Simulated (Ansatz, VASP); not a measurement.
Two plane-wave programs on TiB

File POSCAR:

```
TiB
1.0
    0.0000000000      2.1010000000      2.2060500000
    2.1010000000      0.0000000000      2.2060500000
    2.1010000000      2.1010000000      0.0000000000
Ti B
1 1
Direct
    0.7500000000      0.7500000000      0.7500000000
    0.0000000000      0.0000000000      0.0000000000
```

Contents of INCAR.step1:

```
ALGO = Normal ; EDIFF = 1E-4
ENCUT = 520 ; GGA = PE
ISMEAR = 0 ; LASPH = True
LCHARG = False ; LREAL = False
LWAVE = True ; NBANDS = 14
NELM = 100 ; PREC = Accurate
SIGMA = 0.15
```

Contents of INCAR.step2:

```
ALGO = Normal ; EDIFF = 1E-6
ENCUT = 520 ; ISIF = 2
ISMEAR = 0 ; ISTART = 1
LASPH = True ; LCHARG = True
LELF = True ; LMIXTAU = True
LREAL = False ; LVHAR = True
LWAVE = False ; METAGGA = R2SCAN
NBANDS = 14 ; NELM = 100
PREC = Accurate ; SIGMA = 0.15
```

Contents of KPOINTS:

```
k-points
0
Gamma
  20 20 20
```

Input for Ansatz:

```yaml
crystal:
  lattice:
    - [0.0, 2.101, 2.20605]
    - [2.101, 0.0, 2.20605]
    - [2.101, 2.101, 0.0]
  atoms:
    - { symbol: Ti, position: [0.75, 0.75, 0.75] }
    - { symbol: B, position: [0.0, 0.0, 0.0] }
basis:
  ecutwfc: 500
kpoints:
  mp_grid: { grid: [20, 20, 20] }
hamiltonian:
  xc: r2scan
scf:
  occupations: { method: gaussian, width: 0.15 }
output:
  forces: true
  stress: true
  eigenvalues: true
  write_density: true
  write_potential: true
  elf: true
  volumetric_format: npy
```

Change from the starting cell: strain +0.000 along x and y, +0.050 along z, atoms carried along.

Alike in both runs: task single point; functional r2SCAN; k mesh 20 × 20 × 20; occupations gaussian, width 0.15 eV; no spin polarisation.

```csv
,VASP,Ansatz
version,VASP 6.6.1,Ansatz 0.2.0
potentials or method,"VASP PAW PBE potentials, release 64 (Ti_sv, B), cutoff 520 eV","scalar-relativistic, plane waves, PAW"
valence electrons in the cell,15,15
```

Ansatz gave:

- gap on the k mesh at the Fermi level (eV): none
- pressure (GPa): 100.4
- traceless stress, the component that is largest in VASP (GPa): 5.94

**Question.** Estimate VASP's values.

**Answer.** gap on the k mesh at the Fermi level (eV): none; pressure (GPa): 101.3; traceless stress, the component that is largest in VASP (GPa): 5.96.

VASP's potentials were made for PBE, not for r2SCAN. A gap of «none» marks a metal or a gap that the smearing closes. Both programs put the cell under a high pressure, so it lies far from rest at this level.

Noted on VASP's run: the cell as given lies far from equilibrium.
